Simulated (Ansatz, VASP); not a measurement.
## One calculation of As, two programs

The input POSCAR:

```
As
1.0
    4.5664000000      0.0000000000      0.0000000000
   -2.2832000000      3.9546200000      0.0000000000
    0.0000000000      0.0000000000      2.8337400000
As
2
Direct
    0.3333300000      0.6666700000      0.0000000000
    0.6666700000      0.3333300000      0.0000000000
```

The input INCAR.step1:

```
PREC = Accurate
ENCUT = 520
EDIFF = 1E-5
ISMEAR = -1
SIGMA = 0.05
LREAL = F
LASPH = T
NELM = 100
ALGO = Normal
ISIF = 2
LWAVE = T
LCHARG = F
NBANDS = 12
GGA = PE
```

File INCAR.step2:

```
PREC = Accurate
ENCUT = 520
EDIFF = 1E-6
ISMEAR = -1
SIGMA = 0.05
LREAL = F
LASPH = T
NELM = 100
ALGO = Normal
ISIF = 2
LWAVE = F
LCHARG = F
GGA = PE
LHFCALC = T
HFSCREEN = 0.2079
PRECFOCK = Normal
NBANDS = 12
ISTART = 1
```

Contents of KPOINTS:

```
Automatic mesh
0
Gamma
  4 4 5
```

The input input.yaml:

```yaml
crystal:
  lattice:
    - [4.5664, 0.0, 0.0]
    - [-2.2832, 3.95462, 0.0]
    - [0.0, 0.0, 2.83374]
  atoms:
    - { symbol: As, position: [0.33333, 0.66667, 0.0] }
    - { symbol: As, position: [0.66667, 0.33333, 0.0] }
hamiltonian:
  xc: hse06
  pseudopotentials: { kind: paw }
kpoints:
  mp_grid: { grid: [4, 4, 5] }
scf:
  occupations: { method: fermi_dirac, width: 0.05 }
  n_extra_bands: 6
output:
  forces: true
  stress: true
  eigenvalues: true
  dos: { projected: true, de: 0.05 }
  write_density: true
  write_potential: true
  elf: true
  volumetric_format: npy
```

Alike in both runs: functional HSE06; k mesh 4 × 4 × 5; occupations fermi-dirac, width 0.05 eV; no spin polarisation.

|  | VASP | Ansatz |
| --- | --- | --- |
| version | VASP 6.6.1 | Ansatz 0.2.0 |
| potentials or method | VASP PAW PBE potentials, release 64 (As) | Ansatz PAW |
| plane-wave cutoff (eV) | 520 | 420 |
| valence electrons in the cell | 10 | 30 |
| task | single point | projected density of states |

Ansatz gave:

* gap on the k mesh at the Fermi level (eV): none
* pressure (GPa): -2.8
* traceless stress, the component that is largest in VASP (GPa): 5.84

Problem. Which values does VASP return?

Solution. gap on the k mesh at the Fermi level (eV): none; pressure (GPa): -3.1; traceless stress, the component that is largest in VASP (GPa): 5.78.

A gap of «none» marks a metal or a gap that the smearing closes. With one functional, cell and mesh, what is left measures potentials, basis and numerics. VASP's potentials hold 10 valence electrons a cell and Ansatz's 30, so a difference there can come from the potentials and not from the codes.

The k mesh is coarse, so the values compare programs but aren't converged.
